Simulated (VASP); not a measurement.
# Si (P6_3/mmc) in VASP: a series of runs

The runs below take Si through single point, with LDA.

Program: VASP 6.6.1. These are calculated values, not measurements. Logs are shortened: lines on timing, memory, paths and dates and some standing lists are left out, and cuts for length are marked.

**1. The cell of the first run**

The structure is hexagonal, space group P6_3/mmc (No. 194). The conventional cell has a = 3.678 Å, b = 3.678 Å, c = 6.839 Å, α = 90.00°, β = 90.00°, γ = 120.00°. Si (site symmetry 3m) has 4 Si at 2.29 to 2.56 Å within 3.0 Å.

**2. Single point, LDA (strain -0.040 along x and y, +0.080 along z)**

File INCAR:

```
  ALGO = Normal
  EDIFF = 1E-6
  ENCUT = 520
  ISIF = 2
  ISMEAR = 0
  LASPH = True
  LCHARG = True
  LELF = True
  LREAL = False
  LVHAR = True
  LWAVE = False
  NBANDS = 16
  NELM = 60
  PREC = Accurate
  SIGMA = 0.03
```

File KPOINTS:

```
k-points
0
Gamma
  12 12 6
```

File POSCAR:

```
Si
1.0
    3.6780647621      0.0000000000      0.0000000000
   -1.8390323811      3.1852975207      0.0000000000
    0.0000000000      0.0000000000      6.8392317602
Si
4
Direct
    0.3333333333      0.6666666667      0.0630095000
    0.6666666667      0.3333333333      0.5630095000
    0.3333333333      0.6666666667      0.4369905000
    0.6666666667      0.3333333333      0.9369905000
```

Potentials or basis: VASP PAW LDA potentials, release 64 (Si).

Started as:

```bash
$ cat potpaw_LDA.64/Si/POTCAR > POTCAR
$ mpirun -np 1 vasp_std > vasp.out
```

OUTCAR:

```text
EDIFF = 1E-6
   ENCUT = 520
   ISIF = 2
   ISMEAR = 0
   LASPH = True
   LREAL = False
   NELM = 60
   PREC = Accurate

 ion  position               nearest neighbor table
   1  0.333  0.667  0.063-   4 2.29   4 2.29   4 2.29   3 2.56
   2  0.667  0.333  0.563-   3 2.29   3 2.29   3 2.29   4 2.56
   3  0.333  0.667  0.437-   2 2.29   2 2.29   2 2.29   1 2.56
   4  0.667  0.333  0.937-   1 2.29   1 2.29   1 2.29   2 2.56

  LATTYP: Found a hexagonal cell.
 ALAT       =     3.6780647621
 C/A-ratio  =     1.8594647464

  Lattice vectors:

 A1 = (   3.6780647621,   0.0000000000,   0.0000000000)
 A2 = (  -1.8390323811,   3.1852975207,   0.0000000000)
 A3 = (   0.0000000000,   0.0000000000,   6.8392317602)

Analysis of symmetry for initial positions (statically):
=====================================================================
 Subroutine PRICEL returns:
 Original cell was already a primitive cell.

 Routine SETGRP: Setting up the symmetry group for a
 hexagonal supercell.

 Subroutine GETGRP returns: Found 24 space group operations
 (whereof 12 operations were pure point group operations)
 out of a pool of 24 trial point group operations.

The static configuration has the point symmetry D_3d.
 The point group associated with its full space group is D_6h.

Analysis of symmetry for dynamics (positions and initial velocities):
=====================================================================
 Subroutine PRICEL returns:
 Original cell was already a primitive cell.

 Routine SETGRP: Setting up the symmetry group for a
 hexagonal supercell.

 Subroutine GETGRP returns: Found 24 space group operations
 (whereof 12 operations were pure point group operations)
 out of a pool of 24 trial point group operations.

The dynamic configuration has the point symmetry D_3d.
 The point group associated with its full space group is D_6h.

 Subroutine INISYM returns: Found 24 space group operations
 (whereof 12 operations are pure point group operations),
 and found     1 'primitive' translations

----------------------------------------------------------------------------------------

                                     Primitive cell

  volume of cell :      80.1266

  direct lattice vectors                    reciprocal lattice vectors
     3.678064762  0.000000000  0.000000000     0.271882108  0.156971208  0.000000000
    -1.839032381  3.185297521  0.000000000     0.000000000  0.313942416  0.000000000
     0.000000000  0.000000000  6.839231760     0.000000000  0.000000000  0.146215253

  length of vectors
     3.678064762  3.678064762  6.839231760     0.313942416  0.313942416  0.146215253

  position of ions in fractional coordinates (direct lattice)
     0.333333333  0.666666667  0.063009500
     0.666666667  0.333333333  0.563009500
     0.333333333  0.666666667  0.436990500
     0.666666667  0.333333333  0.936990500

  ion indices of the primitive-cell ions
   primitive index   ion index
                 1           1
                 2           2
                 3           3
                 4           4

----------------------------------------------------------------------------------------

 KPOINTS: k-points

Automatic generation of k-mesh.
 Grid dimensions read from file:
 generate k-points for:   12   12    6

 Generating k-lattice:

  Cartesian coordinates                     Fractional coordinates (reciprocal lattice)
     0.022656842  0.013080934  0.000000000     0.083333333 -0.000000000  0.000000000
     0.000000000  0.026161868  0.000000000     0.000000000  0.083333333  0.000000000
     0.000000000  0.000000000  0.024369209     0.000000000  0.000000000  0.166666667

  Length of vectors
     0.026161868  0.026161868  0.024369209

  Shift w.r.t. Gamma in fractional coordinates (k-lattice)
     0.000000000  0.000000000  0.000000000

 Subroutine IBZKPT returns following result:
 ===========================================

 Found     76 irreducible k-points:

 Following reciprocal coordinates:
            Coordinates               Weight
  0.000000  0.000000  0.000000      1.000000
  0.083333 -0.000000  0.000000      6.000000
  0.166667 -0.000000  0.000000      6.000000
  0.250000 -0.000000  0.000000      6.000000
  0.333333  0.000000  0.000000      6.000000
  0.416667 -0.000000  0.000000      6.000000
[... 16 lines left out ...]
  0.250000 -0.000000  0.166667     12.000000
  0.333333  0.000000  0.166667     12.000000
 [... further k-points ...]
   k-points           NKPTS =     76   k-points in BZ     NKDIM =     76   number of bands    NBANDS=     16
   number of dos      NEDOS =    301   number of ions     NIONS =      4
   total plane-waves  NPLWV =  42336
   dimension x,y,z NGX =    28 NGY =   28 NGZ =   54
   dimension x,y,z NGXF=    56 NGYF=   56 NGZF=  108
   ions per type =               4
   NGX,Y,Z   is equivalent  to a cutoff of  12.66, 12.66, 13.13 a.u.
   NGXF,Y,Z  is equivalent  to a cutoff of  25.31, 25.31, 26.25 a.u.
 SYSTEM =  unknown system
   PREC   = accura    normal or accurate (medium, high low for compatibility)
   ISTART =      0    job   : 0-new  1-cont  2-samecut
   ICHARG =      2    charge: 1-file 2-atom 10-const
   ISPIN  =      1    spin polarized calculation?
   LNONCOLLINEAR =      F non collinear calculations
   LSORBIT =      F    spin-orbit coupling
   LASPH  =      T    aspherical Exc in radial PAW
   ENCUT  =  520.0 eV  38.22 Ry    6.18 a.u.   6.84  6.84 12.72*2*pi/ulx,y,z
   NELM   =     60;   NELMIN=  2; NELMDL= -5     # of ELM steps
   EDIFF  = 0.1E-05   stopping-criterion for ELM
   LREAL  =      F    real-space projection
   EDIFFG = 0.1E-04   stopping-criterion for IOM
   NSW    =      0    number of steps for IOM
   IBRION =     -1    ionic relax: 0-MD 1-quasi-New 2-CG
   NFREE  =      0    steps in history (QN), initial steepest desc. (CG)
   ISIF   =      2    stress and relaxation
   ISYM   =      2    0-nonsym 1-usesym 2-fastsym
   POTIM  = 0.5000    time-step for ionic-motion
   TEBEG  =    0.0;   TEEND  =   0.0 temperature during run
   PSTRESS=    0.0 pullay stress
   NELECT =      16.0000    total number of electrons
   NUPDOWN=      -1.0000    fix difference up-down
   EMIN   =  10.00;   EMAX   =-10.00  energy-range for DOS
   EFERMI =   0.00;   METHOD = LEGACY
   ISMEAR =     0;   SIGMA  =   0.03  broadening in eV -4-tet -1-fermi 0-gaus
   EFERMI_NEDOS =   21; number of points for ismear=-14 and -15
   IALGO  =     38    algorithm
   IMIX   =      4    mixing-type and parameters
     AMIX     =   0.40;   BMIX     =  1.00
     AMIX_MAG =   1.60;   BMIX_MAG =  1.00
  volume/ion in A,a.u.               =      20.03       135.18
  Fermi-wavevector in a.u.,A,eV,Ry     =   0.956877  1.808235 12.457668  0.915613
  Thomas-Fermi vector in A             =   2.085844
   LORBIT       =      0    0 simple, 1 ext, 2 COOP (PROOUT), +10 PAW based schemes
   GGA     = CA    functional components
   LHFCALC =     F    Hartree Fock is set to
   AEXX    =    0.0000 exact exchange contribution
   IVDW    =     0    specifies the selected vdW correction
   LEPSILON=     F    determine dielectric tensor
   LRPA    =     F    only Hartree local field effects (RPA)
 non-spin polarized calculation
 Gauss-broadening in eV      SIGMA  =   0.03
  energy-cutoff  :      520.00
  volume of cell :       80.13
 maximum number of plane-waves:      2184
 NGX is ok and might be reduce to    28
   NGX = 13   NGY = 13   NGZ = 25

 number of electron      16.0000001 magnetization

 Free energy of the ion-electron system (eV)
  ---------------------------------------------------
  ext. energy  EPLUGINS =         0.00000000
  ---------------------------------------------------
  free energy    TOTEN  =       -23.34376599 eV

  energy without entropy =      -23.34376599  energy(sigma->0) =      -23.34376599

 E-fermi :   6.2008     XC(G=0):  -9.6013

 val. band max:        6.0955676447   @ k =   0.0000   0.0000   0.0000
 cond. band min:       6.3105362965   @ k =   0.5000  -0.0000   0.3333
 fundamental gap:      0.2149686518
 Fermi energy:         6.2008460960

 k-point     1 :       0.0000    0.0000    0.0000
  band No.  band energies     occupation
      1      -6.2462      2.00000
      2      -4.6522      2.00000
      3      -1.0961      2.00000
      4       5.1199      2.00000
      5       5.1199      2.00000
      6       5.3349      2.00000
[... 8 lines left out ...]
     15      10.1661      0.00000
     16      12.5949      0.00000

 k-point     2 :       0.0833   -0.0000    0.0000
  band No.  band energies     occupation
      1      -6.1560      2.00000
      2      -4.5614      2.00000
      3      -1.0301      2.00000
      4       4.3851      2.00000
      5       4.9179      2.00000
      6       5.3076      2.00000
[... 8 lines left out ...]
     15      10.8614      0.00000
     16      11.8422      0.00000

 k-point     3 :       0.1667   -0.0000    0.0000
  band No.  band energies     occupation
      1      -5.8872      2.00000
      2      -4.2905      2.00000
      3      -0.8508      2.00000
      4       3.0487      2.00000
      5       4.1077      2.00000
      6       4.4817      2.00000
[... 8 lines left out ...]
     15      11.4097      0.00000
     16      12.2294      0.00000

 k-point     4 :       0.2500   -0.0000    0.0000
  band No.  band energies     occupation
      1      -5.4468      2.00000
      2      -3.8456      2.00000
      3      -0.6608      2.00000
      4       1.7882      2.00000
      5       2.6794      2.00000
      6       4.0326      2.00000
[... 8 lines left out ...]
     15      12.6261      0.00000
     16      12.6813      0.00000
[... 324 lines left out ...]
 k-point    22 :       0.1667   -0.0000    0.1667
  band No.  band energies     occupation
      1      -5.8168      2.00000
      2      -4.4734      2.00000
      3      -0.5218      2.00000
      4       3.1115      2.00000
      5       3.7659      2.00000
      6       4.5340      2.00000
[... 8 lines left out ...]
     15      11.2649      0.00000
     16      12.1680      0.00000

 k-point    23 :       0.2500   -0.0000    0.1667
  band No.  band energies     occupation
      1      -5.3767      2.00000
      2      -4.0316      2.00000
      3      -0.3561      2.00000
      4       1.8780      2.00000
      5       2.4784      2.00000
      6       4.0860      2.00000
[... 8 lines left out ...]
     15      12.4161      0.00000
     16      12.8053      0.00000

 k-point    24 :       0.3333    0.0000    0.1667
  band No.  band energies     occupation
      1      -4.7838      2.00000
      2      -3.4364      2.00000
      3      -0.6498      2.00000
      4       1.1444      2.00000
      5       1.3281      2.00000
      6       3.7288      2.00000
[... 8 lines left out ...]
     15      13.1038      0.00000
     16      13.5207      0.00000

 [... further k-points ...]

------------------------ aborting loop because EDIFF is reached ----------------------------------------

  FORCE on cell =-STRESS in cart. coord.  units (eV):
  Direction    XX          YY          ZZ          XY          YZ          ZX
  --------------------------------------------------------------------------------------
  -------------------------------------------------------------------------------------
  Total        3.6228921      3.6228921     -7.2841279     -0.0000000      0.0000000     -0.0000000
  in kB       72.4418093     72.4418093   -145.6503219     -0.0000000      0.0000000     -0.0000000
  external PRESSURE =      -0.2555678 kB  Pullay stress =       0.0000000 kB

 VOLUME and BASIS-vectors are now :
 -----------------------------------------------------------------------------
  energy-cutoff  :      520.00
  volume of cell :       80.13
      direct lattice vectors                 reciprocal lattice vectors
     3.678064762  0.000000000  0.000000000     0.271882108  0.156971208  0.000000000
    -1.839032381  3.185297521  0.000000000     0.000000000  0.313942416  0.000000000
     0.000000000  0.000000000  6.839231760     0.000000000  0.000000000  0.146215253

 POSITION                                       TOTAL-FORCE (eV/Angst)
 -----------------------------------------------------------------------------------
     -0.00000      2.12353      0.43094        -0.000000     -0.000000      0.784721
      1.83903      1.06177      3.85055        -0.000000      0.000000      0.784721
     -0.00000      2.12353      2.98868         0.000000     -0.000000     -0.784721
      1.83903      1.06177      6.40830         0.000000      0.000000     -0.784721
 -----------------------------------------------------------------------------------
    total drift:                               -0.000000      0.000000     -0.000000

  FREE ENERGIE OF THE ION-ELECTRON SYSTEM (eV)
  ---------------------------------------------------
  free  energy   TOTEN  =       -23.3437659947 eV

  energy  without entropy=      -23.3437659944  energy(sigma->0) =      -23.34376599
```

Run time: 37 s. Hardware: 1 thread of AMD EPYC 9R45 (Zen 5), shared host; peak memory 0.17 GiB.

What came out:

| Property | Result |
| --- | --- |
| Free energy | -23.3438 eV |
| Pressure | 0.0 GPa |
| Largest force | 0.785 eV/Å |
| Band gap on the k mesh | 0.21 eV, indirect (least direct gap 0.24 eV) |

Forces on the atoms (eV/Å):
```
Si   0.000  0.000  0.785
Si   0.000  0.000  0.785
Si   0.000  0.000 -0.785
Si   0.000  0.000 -0.785
```

Levels at points of the mesh, in eV from the valence-band top:
```tsv
k point	band 6	band 7	band 8	band 9	band 10	band 11
(0.00, 0.00, 0.00)	-0.76	0.00	0.00	0.24	2.15	2.55
(0.50, 0.00, 0.00)	-2.92	-2.72	-1.65	0.71	2.05	2.50
(0.00, 0.00, 0.50)	-0.56	-0.56	-0.56	2.58	2.58	3.25
(0.50, 0.00, 0.50)	-2.81	-2.27	-2.27	0.43	0.43	1.42
```

Caveat: the cell differs from its parent crystal (strain -0.040 along x and y, +0.080 along z). A k mesh can miss the band edges.

**3. Single point, LDA (strain +0.040 along x and y, -0.080 along z)**

File INCAR:

```
PREC = Accurate ; ENCUT = 520
EDIFF = 1E-6 ; ISMEAR = 0
SIGMA = 0.03 ; LREAL = F
LASPH = T ; NELM = 100
ALGO = Normal ; ISIF = 2
LWAVE = F ; LCHARG = F
GGA = CA ; NBANDS = 16
```

File KPOINTS:

```
regular mesh
0
Gamma
  12 12 6
```

File POSCAR:

```
Si
1.0
    3.9845701589      0.0000000000      0.0000000000
   -1.9922850795      3.4507389808      0.0000000000
    0.0000000000      0.0000000000      5.8260122402
Si
4
Direct
    0.3333333333      0.6666666667      0.0630095000
    0.6666666667      0.3333333333      0.5630095000
    0.3333333333      0.6666666667      0.4369905000
    0.6666666667      0.3333333333      0.9369905000
```

Potentials or basis: VASP PAW LDA potentials, release 64 (Si).

Started as:

```bash
$ cat potpaw_LDA.64/Si/POTCAR > POTCAR
$ mpirun -np 1 vasp_std > vasp.out
```

OUTCAR:

```text
PREC = Accurate
   ENCUT = 520
   EDIFF = 1E-6
   ISMEAR = 0
   LREAL = F
   LASPH = T
   NELM = 100
   ISIF = 2
   GGA = CA

 ion  position               nearest neighbor table
   1  0.333  0.667  0.063-   3 2.18   4 2.41   4 2.41   4 2.41
   2  0.667  0.333  0.563-   4 2.18   3 2.41   3 2.41   3 2.41
   3  0.333  0.667  0.437-   1 2.18   2 2.41   2 2.41   2 2.41
   4  0.667  0.333  0.937-   2 2.18   1 2.41   1 2.41   1 2.41

  LATTYP: Found a hexagonal cell.
 ALAT       =     3.9845701589
[... 655 lines left out ...]

  FORCE on cell =-STRESS in cart. coord.  units (eV):
  Direction    XX          YY          ZZ          XY          YZ          ZX
  --------------------------------------------------------------------------------------
  -------------------------------------------------------------------------------------
  Total       -4.8867435     -4.8867435     10.9760634      0.0000000     -0.0000000      0.0000000
  in kB      -97.7383820    -97.7383820    219.5291556      0.0000000     -0.0000000      0.0000000
  external PRESSURE =       8.0174639 kB  Pullay stress =       0.0000000 kB

 VOLUME and BASIS-vectors are now :
 -----------------------------------------------------------------------------
  energy-cutoff  :      520.00
  volume of cell :       80.11
      direct lattice vectors                 reciprocal lattice vectors
     3.984570159  0.000000000  0.000000000     0.250968099  0.144896500  0.000000000
    -1.992285080  3.450738981  0.000000000     0.000000000  0.289793000  0.000000000
     0.000000000  0.000000000  5.826012240     0.000000000  0.000000000  0.171643992

 POSITION                                       TOTAL-FORCE (eV/Angst)
 -----------------------------------------------------------------------------------
     -0.00000      2.30049      0.36709         0.000000     -0.000000     -1.846502
      1.99229      1.15025      3.28010        -0.000000      0.000000     -1.846502
     -0.00000      2.30049      2.54591        -0.000000     -0.000000      1.846502
      1.99229      1.15025      5.45892         0.000000      0.000000      1.846502
 -----------------------------------------------------------------------------------
    total drift:                               -0.000000      0.000000     -0.000000

  FREE ENERGIE OF THE ION-ELECTRON SYSTEM (eV)
  ---------------------------------------------------
  free  energy   TOTEN  =       -23.1734392219 eV

  energy  without entropy=      -23.1733241220  energy(sigma->0) =      -23.17338167
```

stdout:

```text
POSCAR found type information on POSCAR Si
 POSCAR found :  1 types and       4 ions
 scaLAPACK will be used
 LDA part: xc-table for (Slater(with rela. corr.)+CA(PZ))
 , standard interpolation
 POSCAR, INCAR and KPOINTS ok, starting setup
 FFT: planning ... GRIDC
 FFT: planning ... GRID_SOFT
 FFT: planning ... GRID
 WAVECAR not read
 entering main loop
```

Run time: 34 s. Hardware: 1 thread of AMD EPYC 9R45 (Zen 5), shared host; peak memory 0.17 GiB.

Results:

```yaml
Free_energy: -23.1734 eV
Pressure: 0.8 GPa
Largest_force: 1.847 eV/Å
Band_gap_on_the_k_mesh: zero (band 8 reaches 6.14 eV, above the bottom of band 9 at 5.79 eV)
```

Forces on the atoms (eV/Å):
```
Si   0.000  0.000 -1.847
Si   0.000  0.000 -1.847
Si   0.000  0.000  1.847
Si   0.000  0.000  1.847
```

Levels at points of the mesh, in eV from the Fermi level:
```
           k point  band 4  band 5  band 6  band 7  band 8  band 9  band 10  band 11  band 12  band 13
(0.00, 0.00, 0.00)   -2.01   -2.01   -0.20   -0.20    0.28    0.28     1.42     1.42     2.95     4.45
(0.50, 0.00, 0.00)   -5.23   -4.75   -3.37   -3.08   -0.97   -0.08     2.64     2.66     3.27     6.56
(0.00, 0.00, 0.50)   -3.62   -1.21   -1.21   -1.21   -1.21    1.03     1.03     2.74     2.74     2.74
(0.50, 0.00, 0.50)   -7.09   -2.51   -2.51   -1.91   -1.91    0.90     0.90     2.42     2.42     5.88
```

Caveat: the cell differs from its parent crystal (strain +0.040 along x and y, -0.080 along z); forces of over 1 eV/Å act on the atoms, so gaps and moduli don't describe the material at rest.
